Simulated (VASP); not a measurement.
Set up this calculation in VASP 6.6.1, as the native input.

* Task: single point
* Functional: LDA
* Potentials or basis: VASP PAW LDA potentials, release 64 (Pb_d, F)
* Cutoff: 520 eV
* k mesh: 8 × 8 × 8
* Occupations: gaussian, width 0.02 eV
* Spin: no spin polarisation
* Dipole correction: no
* Further INCAR settings: ALGO = Normal; EDIFF = 1e-07; NBANDS = 21

The structure of PbF2 lies in POSCAR:

```
PbF2
1.0
    0.0000000000      2.8923963120      2.8923963120
    2.8923963120      0.0000000000      2.8923963120
    2.8923963120      2.8923963120      0.0000000000
Pb F
1 2
Direct
    0.0000000000      0.0000000000      0.0000000000
    0.2500000000      0.2500000000      0.2500000000
    0.7500000000      0.7500000000      0.7500000000
```

This cell differs from its parent crystal: strained.

One way to write it, as run:

INCAR

```
SYSTEM = PbF2
  PREC = Accurate
  ENCUT = 520
  EDIFF = 1E-7
  ISMEAR = 0
  SIGMA = 0.02
  LREAL = .FALSE.
  LASPH = .TRUE.
  NELM = 80
  ALGO = Normal
  ISIF = 2
  LWAVE = .FALSE.
  LCHARG = .FALSE.
  GGA = CA
  NBANDS = 21
```

KPOINTS

```
Automatic mesh
0
G
  8 8 8
  0 0 0
```

Potentials or basis: VASP PAW LDA potentials, release 64 (Pb_d, F).

Launch:

```console
$ cat potpaw_LDA.64/Pb_d/POTCAR potpaw_LDA.64/F/POTCAR > POTCAR
$ mpirun -np 1 vasp_std > vasp.out
```

It gave:

* Pressure: 1.3 GPa
* Band gap on the k mesh: 4.19 eV (least direct gap 4.36 eV)

Caveat: the cell differs from its parent crystal (strained); spin-orbit coupling is left out, which moves the levels of the heavy elements.

Run time: 20 s on 1 thread of AMD EPYC 7R43 64-Core Processor (Zen 3), on a shared host, peak memory 0.13 GiB.
